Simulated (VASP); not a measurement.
As:

```
As
1.0
     3.13044    0.00000    0.00000
    -1.56522    2.71104    0.00000
     0.00000    0.00000    5.08088
As
2
Direct
  0.33333 0.66667 0.25000
  0.66667 0.33333 0.75000
```

| Property | Result |
| --- | --- |
| Program | VASP 6.6.1 |
| Task | relaxation of cell and atoms |
| Functional | r2SCAN |
| Potentials or basis | VASP PAW PBE potentials, release 64 (As) |
| Cutoff | 600 eV |
| k mesh | 6 × 6 × 4 |
| Occupations | gaussian, width 0.1 eV |
| Spin | no spin polarisation |

At the start: pressure -8.5 GPa; volume 21.56 Å³/atom.

Problem. How do energy, volume and symmetry change on relaxing?

Solution. Over 6 steps the energy falls by 97.3 meV/atom and the volume is 18.87 Å³/atom (-12.5 %); space group P6_3/mmc (No. 194, to 0.05 Å).

Step by step:
| step | energy change (eV) | largest force (eV/Å) | pressure (GPa) | volume (Å³) |
| --- | --- | --- | --- | --- |
| 1 | 0.0000 | 0.0000 | -8.54 | 43.12 |
| 2 | -0.1779 | 0.0000 | 3.75 | 36.32 |
| 3 | -0.1912 | 0.0000 | 0.55 | 37.53 |
| 4 | -0.1912 | 0.0000 | 0.27 | 37.64 |
| 5 | -0.1941 | 0.0000 | -0.02 | 37.78 |
| 6 | -0.1945 | 0.0000 | 0.04 | 37.74 |

Final structure:
```yaml
crystal:
  lattice:
    - [2.95078, 0.00000, 0.00000]
    - [-1.47539, 2.55545, 0.00000]
    - [0.00000, 0.00000, 5.00559]
  atoms:
    - { symbol: As, position: [0.33333, 0.66667, 0.25000] }
    - { symbol: As, position: [0.66667, 0.33333, 0.75000] }
```

Caveat: the k points lie up to 0.41 Å⁻¹ apart in the final cell; the PAW data sets were made with another functional, which shifts forces and pressure a little.
